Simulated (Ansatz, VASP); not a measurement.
**Two plane-wave programs on AgI**

```xyz
2
Lattice="0.0000 3.3798 3.3798 3.3798 0.0000 3.3798 3.3798 3.3798 0.0000" Properties=species:S:1:pos:R:3 pbc="T T T"
Ag    0.0000    0.0000    0.0000
I     1.6899    1.6899    1.6899
```

Alike in both runs: task single point; functional PBE; k mesh 6 × 6 × 6; no spin polarisation.

|  | VASP | Ansatz |
| --- | --- | --- |
| version | VASP 6.6.1 | Ansatz 0.2.0 |
| potentials or method | VASP PAW PBE potentials, release 64 (Ag, I) | plane waves, PAW |
| plane-wave cutoff (eV) | 500 | 420 |
| occupations | gaussian, width 0.01 eV | fixed |
| valence electrons in the cell | 18 | 36 |

|  | VASP | Ansatz | Ansatz less VASP |
| --- | --- | --- | --- |
| gap on the k mesh at the Fermi level (eV) | 1.35 | 1.35 | -0.002 |
| pressure (GPa) | -1.3 | -1.3 | +0.03 |

VASP's potentials hold 18 valence electrons a cell and Ansatz's 36, so a difference there can come from the potentials and not from the codes.

Neither program's run includes spin-orbit coupling.
